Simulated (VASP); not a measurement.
# CoSi2 (Fm-3m) in VASP: notebook, part 3 of 3

VASP 6.6.1. The steps go on from the part before.

## 4. Single point, r2SCAN, collinear spin, ferromagnetic start

This run uses another cell than the first one, of 13.32 Å³/atom, 1.040 times its volume.

POSCAR

```
CoSi2
1.0
    0.0000000000      2.7132408834      2.7132408834
    2.7132408834      0.0000000000      2.7132408834
    2.7132408834      2.7132408834      0.0000000000
Co Si
1 2
Direct
    0.0000000000      0.0000000000      0.0000000000
    0.7500000000      0.7500000000      0.7500000000
    0.2500000000      0.2500000000      0.2500000000
```

INCAR.step1

```
PREC = Accurate
ENCUT = 520
ISMEAR = -1
SIGMA = 0.05
LREAL = False
LASPH = True
NELM = 150
ISPIN = 2
MAGMOM = 2 0 0
LMAXMIX = 4
NBANDS = 20
GGA = PE
ALGO = Normal
EDIFF = 1E-4
LWAVE = True
LCHARG = False
```

INCAR.step2

```
PREC = Accurate
ENCUT = 520
EDIFF = 1E-7
ISMEAR = -1
SIGMA = 0.05
LREAL = False
LASPH = True
NELM = 150
ALGO = Normal
ISIF = 2
LWAVE = False
LCHARG = False
ISPIN = 2
MAGMOM = 2 0 0
LORBIT = 11
LMAXMIX = 4
METAGGA = R2SCAN
LMIXTAU = True
NBANDS = 20
ISTART = 1
```

KPOINTS

```
regular mesh
0
Gamma
  9 9 9
```

Potentials or basis: VASP PAW PBE potentials, release 64 (Co, Si).

Started as:

```sh
$ cat potpaw_PBE.64/Co/POTCAR potpaw_PBE.64/Si/POTCAR > POTCAR
$ cp INCAR.step1 INCAR
$ mpirun -np 1 vasp_std > vasp.out
$ cp INCAR.step2 INCAR
$ mpirun -np 1 vasp_std > vasp.out
```

OUTCAR:

```text
PREC = Accurate
   ENCUT = 520
   EDIFF = 1E-7
   ISMEAR = -1
   LREAL = False
   LASPH = True
   NELM = 150
   ISIF = 2
   ISPIN = 2
   LORBIT = 11
   METAGGA = R2SCAN
   ISTART = 1

 ion  position               nearest neighbor table
   1  0.000  0.000  0.000-   2 2.35   2 2.35   2 2.35   2 2.35   3 2.35   3 2.35   3 2.35   3 2.35

   2  0.750  0.750  0.750-   1 2.35   1 2.35   1 2.35   1 2.35   3 2.71   3 2.71   3 2.71   3 2.71
                             3 2.71   3 2.71
   3  0.250  0.250  0.250-   1 2.35   1 2.35   1 2.35   1 2.35   2 2.71   2 2.71   2 2.71   2 2.71
                             2 2.71   2 2.71

  LATTYP: Found a face centered cubic cell.
 ALAT       =     5.4264817668

  Lattice vectors:

 A1 = (   0.0000000000,   2.7132408834,   2.7132408834)
 A2 = (   2.7132408834,   0.0000000000,   2.7132408834)
 A3 = (   2.7132408834,   2.7132408834,   0.0000000000)

Analysis of symmetry for initial positions (statically):
=====================================================================
 Subroutine PRICEL returns:
 Original cell was already a primitive cell.

 Routine SETGRP: Setting up the symmetry group for a
 face centered cubic supercell.

 Subroutine GETGRP returns: Found 48 space group operations
 (whereof 48 operations were pure point group operations)
 out of a pool of 48 trial point group operations.

The static configuration has the point symmetry O_h .

Analysis of symmetry for dynamics (positions and initial velocities):
=====================================================================
 Subroutine PRICEL returns:
 Original cell was already a primitive cell.

 Routine SETGRP: Setting up the symmetry group for a
 face centered cubic supercell.

 Subroutine GETGRP returns: Found 48 space group operations
 (whereof 48 operations were pure point group operations)
 out of a pool of 48 trial point group operations.

The dynamic configuration has the point symmetry O_h .

Analysis of structural, dynamic, and magnetic symmetry:
=====================================================================
 Subroutine PRICEL returns:
 Original cell was already a primitive cell.

 Routine SETGRP: Setting up the symmetry group for a
 face centered cubic supercell.

 Subroutine GETGRP returns: Found 48 space group operations
 (whereof 48 operations were pure point group operations)
 out of a pool of 48 trial point group operations.

The overall configuration has the point symmetry O_h .

 Subroutine INISYM returns: Found 48 space group operations
 (whereof 48 operations are pure point group operations),
 and found     1 'primitive' translations

----------------------------------------------------------------------------------------

                                     Primitive cell

  volume of cell :      39.9480

  direct lattice vectors                    reciprocal lattice vectors
     0.000000000  2.713240883  2.713240883    -0.184281463  0.184281463  0.184281463
     2.713240883  0.000000000  2.713240883     0.184281463 -0.184281463  0.184281463
     2.713240883  2.713240883  0.000000000     0.184281463  0.184281463 -0.184281463

  length of vectors
     3.837102055  3.837102055  3.837102055     0.319184857  0.319184857  0.319184857

  position of ions in fractional coordinates (direct lattice)
     0.000000000  0.000000000  0.000000000
     0.750000000  0.750000000  0.750000000
     0.250000000  0.250000000  0.250000000

  ion indices of the primitive-cell ions
[... 65 lines left out ...]
   NGXF,Y,Z  is equivalent  to a cutoff of  26.00, 26.00, 26.00 a.u.
 SYSTEM =  unknown system
   PREC   = accura    normal or accurate (medium, high low for compatibility)
   ISTART =      1    job   : 0-new  1-cont  2-samecut
   ICHARG =      0    charge: 1-file 2-atom 10-const
   ISPIN  =      2    spin polarized calculation?
   LNONCOLLINEAR =      F non collinear calculations
   LSORBIT =      F    spin-orbit coupling
   LASPH  =      T    aspherical Exc in radial PAW
   ENCUT  =  520.0 eV  38.22 Ry    6.18 a.u.   7.13  7.13  7.13*2*pi/ulx,y,z
   NELM   =    150;   NELMIN=  2; NELMDL=  0     # of ELM steps
   EDIFF  = 0.1E-06   stopping-criterion for ELM
   LREAL  =      F    real-space projection
   EDIFFG = 0.1E-05   stopping-criterion for IOM
   NSW    =      0    number of steps for IOM
   IBRION =     -1    ionic relax: 0-MD 1-quasi-New 2-CG
   NFREE  =      0    steps in history (QN), initial steepest desc. (CG)
   ISIF   =      2    stress and relaxation
   ISYM   =      2    0-nonsym 1-usesym 2-fastsym
   POTIM  = 0.5000    time-step for ionic-motion
   TEBEG  =    0.0;   TEEND  =   0.0 temperature during run
   PSTRESS=    0.0 pullay stress
   NELECT =      17.0000    total number of electrons
   NUPDOWN=      -1.0000    fix difference up-down
   EMIN   =  10.00;   EMAX   =-10.00  energy-range for DOS
[... 5 lines left out ...]
     AMIX     =   0.40;   BMIX     =  1.00
     AMIX_MAG =   1.60;   BMIX_MAG =  1.00
  volume/ion in A,a.u.               =      13.32        89.86
  Fermi-wavevector in a.u.,A,eV,Ry     =   1.231382  2.326974 20.630535  1.516302
  Thomas-Fermi vector in A             =   2.366194
   LORBIT       =     11    0 simple, 1 ext, 2 COOP (PROOUT), +10 PAW based schemes
   METAGGA = R2SCAN    functional components
   LHFCALC =     F    Hartree Fock is set to
   AEXX    =    0.0000 exact exchange contribution
   IVDW    =     0    specifies the selected vdW correction
   LEPSILON=     F    determine dielectric tensor
   LRPA    =     F    only Hartree local field effects (RPA)
 spin polarized calculation
  energy-cutoff  :      520.00
  volume of cell :       39.95
 maximum number of plane-waves:      1089
 NGX is ok and might be reduce to    30
   NGX = 15   NGY = 15   NGZ = 15

 number of electron      17.0000003 magnetization       0.0000063

 number of electron      17.0000003 magnetization      -0.0000008

 Free energy of the ion-electron system (eV)
  ---------------------------------------------------
  ext. energy  EPLUGINS =         0.00000000
  ---------------------------------------------------
  free energy    TOTEN  =       -31.92135639 eV

  energy without entropy =      -31.91162368  energy(sigma->0) =      -31.91649004

 E-fermi :   9.4713     XC(G=0): -12.3476

 val. band max:        9.4711284050   @ k =  -0.2222   0.1111   0.0000
 cond. band min:       9.4922744591   @ k =   0.3333   0.1111   0.0000
 fundamental gap:      0.0211460541
 Fermi energy:         9.4713089226

 spin component 1

 k-point     1 :       0.0000    0.0000    0.0000
  band No.  band energies     occupation
      1      -3.9965      1.00000
      2       5.4034      1.00000
      3       5.4034      1.00000
      4       5.4034      1.00000
      5       7.5932      1.00000
      6       7.5932      1.00000
[... 541 lines left out ...]
     19      25.0421      0.00000
     20      25.0916      0.00000

 [... further k-points ...]

 spin component 2

 k-point     1 :       0.0000    0.0000    0.0000
  band No.  band energies     occupation
      1      -3.9965      1.00000
      2       5.4034      1.00000
      3       5.4034      1.00000
      4       5.4034      1.00000
      5       7.5932      1.00000
      6       7.5932      1.00000
[... 541 lines left out ...]
     19      25.0421      0.00000
     20      25.0916      0.00000

 [... further k-points ...]
[... 5 lines left out ...]
  --------------------------------------------------------------------------------------
  -------------------------------------------------------------------------------------
  Total       -2.6714248     -2.6714248     -2.6714248      0.0000000      0.0000000     -0.0000000
  in kB     -107.1416879   -107.1416879   -107.1416879      0.0000000      0.0000000     -0.0000000
  external PRESSURE =    -107.1416879 kB  Pullay stress =       0.0000000 kB

 VOLUME and BASIS-vectors are now :
 -----------------------------------------------------------------------------
  energy-cutoff  :      520.00
  volume of cell :       39.95
      direct lattice vectors                 reciprocal lattice vectors
     0.000000000  2.713240883  2.713240883    -0.184281463  0.184281463  0.184281463
     2.713240883  0.000000000  2.713240883     0.184281463 -0.184281463  0.184281463
     2.713240883  2.713240883  0.000000000     0.184281463  0.184281463 -0.184281463

 POSITION                                       TOTAL-FORCE (eV/Angst)
 -----------------------------------------------------------------------------------
      0.00000      0.00000      0.00000         0.000000     -0.000000     -0.000000
      4.06986      4.06986      4.06986         0.000000      0.000000      0.000000
      1.35662      1.35662      1.35662        -0.000000     -0.000000     -0.000000
 -----------------------------------------------------------------------------------
    total drift:                                0.000000     -0.000000     -0.000000

  FREE ENERGIE OF THE ION-ELECTRON SYSTEM (eV)
  ---------------------------------------------------
  free  energy   TOTEN  =       -31.9213563933 eV

  energy  without entropy=      -31.9116236822  energy(sigma->0) =      -31.91649004

 total charge

# of ion       s       p       d       tot
------------------------------------------
    1        0.541   0.713   7.559   8.813
    2        0.709   0.862   0.000   1.571
    3        0.709   0.862   0.000   1.571
--------------------------------------------------
tot          1.960   2.437   7.559  11.956

 magnetization (x)

# of ion       s       p       d       tot
------------------------------------------
    1       -0.000  -0.000  -0.000  -0.000
    2        0.000   0.000   0.000   0.000
    3        0.000   0.000   0.000   0.000
--------------------------------------------------
tot         -0.000  -0.000  -0.000  -0.000
```

It took 2.7 min on 1 thread of AMD EPYC 9R45 (Zen 5), shared host; peak memory 0.19 GiB.

Results:

- Free energy: -31.9214 eV
- Pressure: -10.7 GPa
- Net moment: 0.00 μB per cell
- Valence electrons inside the program's atomic spheres: Co 8.81; Si 1.57

Levels at points of the mesh, in eV from the Fermi level:
Spin up:
| k point | band 6 | band 7 | band 8 | band 9 | band 10 | band 11 | band 12 | band 13 |
| --- | --- | --- | --- | --- | --- | --- | --- | --- |
| (0.00, 0.00, 0.00) | -1.88 | 0.84 | 3.47 | 3.47 | 3.47 | 3.59 | 3.59 | 3.59 |
Spin down:
```csv
k point,band 5,band 6,band 7,band 8,band 9,band 10,band 11,band 12,band 13,band 14
"(0.00, 0.00, 0.00)",-1.88,-1.88,0.84,3.47,3.47,3.47,3.59,3.59,3.59,5.98
```

Caveat: the starting moments collapsed, and a magnetic state may lie lower; the PAW data sets were made with another functional, which shifts forces and pressure a little.
